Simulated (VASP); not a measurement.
Crystal: Ni.

```
Ni
1.0
     0.00000    1.73757    1.73757
     1.73757    0.00000    1.73757
     1.73757    1.73757    0.00000
Ni
1
Direct
  0.00000 0.00000 0.00000
```

```yaml
Program: VASP 6.6.1
Task: relaxation of cell and atoms
Functional: PBE
Potentials_or_basis: VASP PAW PBE potentials, release 64 (Ni)
Cutoff: 600 eV
k_mesh: 10 × 10 × 10
Occupations: gaussian, width 0.1 eV
Spin: collinear spin, ferromagnetic start
Starting_moments: "[0.81] μB"
```

At the start: pressure 8.4 GPa; volume 10.49 Å³/atom.

Question: How do energy, volume and symmetry change on relaxing?

Answer: Over 3 steps the energy falls by 10.5 meV/atom and the volume is 10.91 Å³/atom (+4.0 %); space group Fm-3m (No. 225, to 0.05 Å); moment 0.72 μB per cell.

The path:
| step | energy change (eV) | largest force (eV/Å) | pressure (GPa) | volume (Å³) |
| --- | --- | --- | --- | --- |
| 1 | 0.0000 | 0.0000 | 8.42 | 10.49 |
| 2 | -0.0005 | 0.0000 | -7.03 | 11.35 |
| 3 | -0.0105 | 0.0000 | -0.01 | 10.91 |

Final structure:
```
CELL_PARAMETERS angstrom
0.00000 1.76048 1.76048
1.76048 0.00000 1.76048
1.76048 1.76048 0.00000
ATOMIC_POSITIONS crystal
Ni 0.00000 0.00000 0.00000
```
